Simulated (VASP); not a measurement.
A run of VASP 6.6.1 is set up as follows.

Contents of INCAR:

```
SYSTEM = MgRh
PREC = Accurate
ENCUT = 520
EDIFF = 1E-8
ISMEAR = -1
SIGMA = 0.1
LREAL = .False.
LASPH = .True.
NELM = 80
ALGO = Normal
ISIF = 2
LWAVE = .False.
LCHARG = .False.
GGA = PS
NBANDS = 16
IBRION = 8
NSW = 1
```

File KPOINTS:

```
regular mesh
0
Gamma
  12 12 12
  0 0 0
```

File POSCAR:

```
MgRh
1.0
    3.0834105182      0.0000000000      0.0000000000
    0.0000000000      3.0834105182      0.0000000000
    0.0000000000      0.0000000000      3.0834105182
Mg Rh
1 1
Direct
    0.0000000000      0.0000000000      0.0000000000
    0.5000000000      0.5000000000      0.5000000000
```

Potentials or basis: VASP PAW PBE potentials, release 64 (Mg, Rh_pv).

Run with:

```bash
$ cat potpaw_PBE.64/Mg/POTCAR potpaw_PBE.64/Rh_pv/POTCAR > POTCAR
$ mpirun -np 1 vasp_std > vasp.out
```

(1) Estimate the highest phonon frequency at Γ, LO-TO splitting left out.

Results:

(1) 288 cm⁻¹.
